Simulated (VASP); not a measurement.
# Rh (P6_3/mmc) in VASP: further runs

Rh is run at these levels: PBE; tasks: relaxation of cell and atoms, single point.

All numbers are computed with VASP 6.6.1; they aren't measurements. Logs are shortened: lines on timing, memory, paths and dates and some standing lists are left out, and cuts for length are marked.

### 1 The cell of the first run

Symmetry: P6_3/mmc, No. 194, hexagonal system. The conventional cell has a = 2.731 Å, b = 2.731 Å, c = 4.428 Å, α = 90.00°, β = 90.00°, γ = 120.00°. Rh (site symmetry -6m2) has 12 Rh at 2.72 to 2.73 Å within 3.6 Å.

### 2 Relaxation of cell and atoms, PBE

The input, INCAR:

```
SYSTEM = Rh
ALGO = Normal
EDIFF = 1E-6
EDIFFG = -0.005
ENCUT = 600
GGA = PE
IBRION = 2
ISIF = 3
ISMEAR = 0
LASPH = .True.
LCHARG = .False.
LREAL = .False.
LWAVE = .False.
NELM = 100
NSW = 100
PREC = Accurate
SIGMA = 0.1
```

The input, KPOINTS:

```
k-points
0
Gamma
  18 18 10
  0 0 0
```

The input, POSCAR:

```
Rh
1.0
    2.7309790422      0.0000000000      0.0000000000
   -1.3654895211      2.3650972278      0.0000000000
    0.0000000000      0.0000000000      4.4284890000
Rh
2
Direct
    0.6666666700      0.3333333300      0.7500000000
    0.3333333300      0.6666666700      0.2500000000
```

Potentials or basis: VASP PAW PBE potentials, release 64 (Rh_pv).

Command:

```sh
cat potpaw_PBE.64/Rh_pv/POTCAR > POTCAR
mpirun -np 1 vasp_std > vasp.out
```

OUTCAR:

```text
SYSTEM = Rh
   EDIFF = 1E-6
   EDIFFG = -0.005
   ENCUT = 600
   GGA = PE
   IBRION = 2
   ISIF = 3
   ISMEAR = 0
   LASPH = .True.
   LREAL = .False.
   NELM = 100
   NSW = 100
   PREC = Accurate

 ion  position               nearest neighbor table
   1  0.667  0.333  0.750-   2 2.72   2 2.72   2 2.72   2 2.72   2 2.72   2 2.72
   2  0.333  0.667  0.250-   1 2.72   1 2.72   1 2.72   1 2.72   1 2.72   1 2.72

  LATTYP: Found a hexagonal cell.
 ALAT       =     2.7309790422
 C/A-ratio  =     1.6215756077

  Lattice vectors:

 A1 = (   2.7309790422,   0.0000000000,   0.0000000000)
 A2 = (  -1.3654895211,   2.3650972278,   0.0000000000)
 A3 = (   0.0000000000,   0.0000000000,   4.4284890000)

Analysis of symmetry for initial positions (statically):
=====================================================================
 Subroutine PRICEL returns:
 Original cell was already a primitive cell.

 Routine SETGRP: Setting up the symmetry group for a
 hexagonal supercell.

 Subroutine GETGRP returns: Found 24 space group operations
 (whereof 12 operations were pure point group operations)
 out of a pool of 24 trial point group operations.

The static configuration has the point symmetry D_3d.
 The point group associated with its full space group is D_6h.

Analysis of symmetry for dynamics (positions and initial velocities):
=====================================================================
 Subroutine PRICEL returns:
 Original cell was already a primitive cell.

 Routine SETGRP: Setting up the symmetry group for a
 hexagonal supercell.

 Subroutine GETGRP returns: Found 24 space group operations
 (whereof 12 operations were pure point group operations)
 out of a pool of 24 trial point group operations.

The dynamic configuration has the point symmetry D_3d.
 The point group associated with its full space group is D_6h.

 Subroutine INISYM returns: Found 24 space group operations
 (whereof 12 operations are pure point group operations),
 and found     1 'primitive' translations

----------------------------------------------------------------------------------------

                                     Primitive cell

  volume of cell :      28.6037

  direct lattice vectors                    reciprocal lattice vectors
     2.730979042  0.000000000  0.000000000     0.366169049  0.211407799  0.000000000
    -1.365489521  2.365097228  0.000000000     0.000000000  0.422815599  0.000000000
[... 104 lines left out ...]
     AMIX     =   0.40;   BMIX     =  1.00
     AMIX_MAG =   1.60;   BMIX_MAG =  1.00
  volume/ion in A,a.u.               =      14.30        96.51
  Fermi-wavevector in a.u.,A,eV,Ry     =   1.663314  3.143208 37.642066  2.766614
  Thomas-Fermi vector in A             =   2.750053
   LORBIT       =      0    0 simple, 1 ext, 2 COOP (PROOUT), +10 PAW based schemes
   GGA     = PE    functional components
   LHFCALC =     F    Hartree Fock is set to
   AEXX    =    0.0000 exact exchange contribution
   IVDW    =     0    specifies the selected vdW correction
   LEPSILON=     F    determine dielectric tensor
   LRPA    =     F    only Hartree local field effects (RPA)
 conjugate gradient relaxation of ions
 non-spin polarized calculation
 Gauss-broadening in eV      SIGMA  =   0.10
  energy-cutoff  :      600.00
  volume of cell :       28.60
 maximum number of plane-waves:       989
 NGX is ok and might be reduce to    24
   NGX = 11   NGY = 11   NGZ = 17

--------------------------------------- Ionic step        1  -------------------------------------------

 number of electron      29.9999999 magnetization

 Free energy of the ion-electron system (eV)
  ---------------------------------------------------
  ext. energy  EPLUGINS =         0.00000000
  ---------------------------------------------------
  free energy    TOTEN  =       -14.44607861 eV

  energy without entropy =      -14.42848881  energy(sigma->0) =      -14.43728371

------------------------ aborting loop because EDIFF is reached ----------------------------------------

  FORCE on cell =-STRESS in cart. coord.  units (eV):
  Direction    XX          YY          ZZ          XY          YZ          ZX
  --------------------------------------------------------------------------------------
  -------------------------------------------------------------------------------------
  Total       -0.5479949     -0.5479949     -0.8839145      0.0000000      0.0000000      0.0000000
  in kB      -30.6947551    -30.6947551    -49.5105672      0.0000000      0.0000000      0.0000000
  external PRESSURE =     -36.9666925 kB  Pullay stress =       0.0000000 kB
[... 89 lines left out ...]
  FREE ENERGIE OF THE ION-ELECTRON SYSTEM (eV)
  ---------------------------------------------------
  free  energy   TOTEN  =       -14.4514570010 eV

  energy  without entropy=      -14.4344205800  energy(sigma->0) =      -14.44293879

[... ionic steps 4 to 8 ...]

--------------------------------------- Ionic step        9  -------------------------------------------

 number of electron      30.0000003 magnetization

------------------------ aborting loop because EDIFF is reached ----------------------------------------
[... 67 lines left out ...]
--------------------------------------- Ionic step       11  -------------------------------------------

 number of electron      30.0000003 magnetization

 Free energy of the ion-electron system (eV)
  ---------------------------------------------------
  ext. energy  EPLUGINS =         0.00000000
  ---------------------------------------------------
  free energy    TOTEN  =       -14.45182623 eV

  energy without entropy =      -14.43504225  energy(sigma->0) =      -14.44343424

 E-fermi :  11.5544     XC(G=0): -13.8708

 val. band max:       11.5538198608   @ k =   0.0000   0.0000   0.3000
 cond. band min:      11.5561180398   @ k =   0.2222   0.0556   0.4000
 fundamental gap:      0.0022981791
 Fermi energy:        11.5543511614

 k-point     1 :       0.0000    0.0000    0.0000
  band No.  band energies     occupation
      1     -35.5739      2.00000
      2     -34.9598      2.00000
      3     -34.9598      2.00000
      4     -34.8780      2.00000
      5     -34.8585      2.00000
      6     -34.8585      2.00000
[... 505 lines left out ...]
      6     -34.9792      2.00000
[... 11 lines left out ...]
     18      17.8202      0.00000
     19      21.7489      0.00000

 [... further k-points ...]
[... 5 lines left out ...]
  --------------------------------------------------------------------------------------
  -------------------------------------------------------------------------------------
  Total       -0.0071400     -0.0071400     -0.0046114      0.0000000     -0.0000000      0.0000000
  in kB       -0.4058492     -0.4058492     -0.2621192      0.0000000     -0.0000000      0.0000000
  external PRESSURE =      -0.3579392 kB  Pullay stress =       0.0000000 kB
[... 17 lines left out ...]
  FREE ENERGIE OF THE ION-ELECTRON SYSTEM (eV)
  ---------------------------------------------------
  free  energy   TOTEN  =       -14.4518262254 eV

  energy  without entropy=      -14.4350422488  energy(sigma->0) =      -14.44343424

 reached required accuracy - stopping structural energy minimisation
```

OSZICAR:

```text
N       E                     dE             d eps       ncg     rms          rms(c)
DAV:   1     0.344565513812E+03    0.34457E+03   -0.21183E+04  8436   0.202E+03
DAV:   2    -0.710270626263E+01   -0.35167E+03   -0.34313E+03  8804   0.551E+02
DAV:   3    -0.153602796125E+02   -0.82576E+01   -0.80332E+01  9157   0.915E+01
[... 69 lines left out ...]
  10 F= -.14451823E+02 E0= -.14443433E+02  d E =0.769676E-06
       N       E                     dE             d eps       ncg     rms          rms(c)
DAV:   1    -0.144518355772E+02   -0.12926E-04   -0.15629E-04  9024   0.154E-01    0.216E-02
DAV:   2    -0.144518267318E+02    0.88454E-05   -0.31071E-05  8892   0.610E-02    0.366E-03
DAV:   3    -0.144518262254E+02    0.50637E-06   -0.39447E-07  4284   0.569E-03
  11 F= -.14451826E+02 E0= -.14443434E+02  d E =-.237389E-05
```

CONTCAR:

```text
Rh
   1.00000000000000
     2.7244416718124387    0.0000000000000000    0.0000000000000000
    -1.3622208359062193    2.3594356989700485    0.0000000000000000
     0.0000000000000000    0.0000000000000000    4.3848879408072046
  Rh
     2
Direct
     0.6666666699999979    0.3333333300000021    0.7500000000000000
     0.3333333300000021    0.6666666699999979    0.2500000000000000

  0.00000000E+00  0.00000000E+00  0.00000000E+00
  0.00000000E+00  0.00000000E+00  0.00000000E+00
```

Run time: 9.4 min. Hardware: 1 thread of AMD EPYC 7R43 (Zen 3), shared host; peak memory 0.22 GiB.

Results:

```yaml
Free_energy: -14.4518 eV
Relaxed_volume: 14.09 Å³/atom
Relaxed_cell: a = 2.724 Å, b = 2.724 Å, c = 4.385 Å, α = 90.00°, β = 90.00°, γ = 120.00°
Space_group_after_relaxing_to_0.05_Å: P6_3/mmc (No. 194)
Energy_gained_by_relaxing: 2.9 meV/atom
Ionic_steps: 11
Pressure_after_relaxing: 0.0 GPa
Band_gap_on_the_k_mesh: zero (band 15 reaches 12.16 eV, above the bottom of band 16 at 9.84 eV)
```

Step by step:
| step | energy change (eV) | largest force (eV/Å) | pressure (GPa) | volume (Å³) |
| --- | --- | --- | --- | --- |
| 1 | 0.0000 | 0.0000 | -3.70 | 28.60 |
| 2 | 0.0203 | 0.0000 | 9.35 | 27.26 |
| 3 | -0.0054 | 0.0000 | 0.10 | 28.17 |
| 4 | -0.0054 | 0.0000 | 0.21 | 28.16 |
| 5 | -0.0057 | 0.0000 | 0.07 | 28.18 |
| 6 | -0.0057 | 0.0000 | 0.07 | 28.18 |
| 7 | -0.0057 | 0.0000 | 0.08 | 28.18 |
| 8 | -0.0057 | 0.0000 | 0.07 | 28.18 |
| 9 | -0.0057 | 0.0000 | -0.15 | 28.20 |
| 10 | -0.0057 | 0.0000 | 0.05 | 28.18 |
| 11 | -0.0057 | 0.0000 | -0.04 | 28.19 |

Final structure:
```cif
data_structure
_symmetry_space_group_name_H-M 'P 1'
_symmetry_Int_Tables_number 1
_cell_length_a 2.7244
_cell_length_b 2.7244
_cell_length_c 4.3849
_cell_angle_alpha 90.000
_cell_angle_beta 90.000
_cell_angle_gamma 120.000
_cell_volume 28.19
loop_
_atom_site_label
_atom_site_type_symbol
_atom_site_fract_x
_atom_site_fract_y
_atom_site_fract_z
_atom_site_occupancy
Rh1 Rh 0.66667 0.33333 0.75000 1
Rh2 Rh 0.33333 0.66667 0.25000 1
```

Levels at points of the mesh, in eV from the Fermi level:
| k point | band 13 | band 14 | band 15 | band 16 | band 17 | band 18 |
| --- | --- | --- | --- | --- | --- | --- |
| (0.00, 0.00, 0.00) | -2.42 | -1.89 | -1.89 | 0.12 | 0.12 | 0.79 |
| (0.50, 0.00, 0.00) | -2.10 | 0.38 | 0.60 | 0.68 | 2.94 | 5.00 |
| (0.00, 0.00, 0.50) | -3.04 | -3.04 | -0.43 | -0.43 | -0.43 | -0.43 |
| (0.50, 0.00, 0.50) | -0.30 | -0.30 | 0.56 | 0.56 | 2.63 | 2.63 |

[end of part 1 of 2]
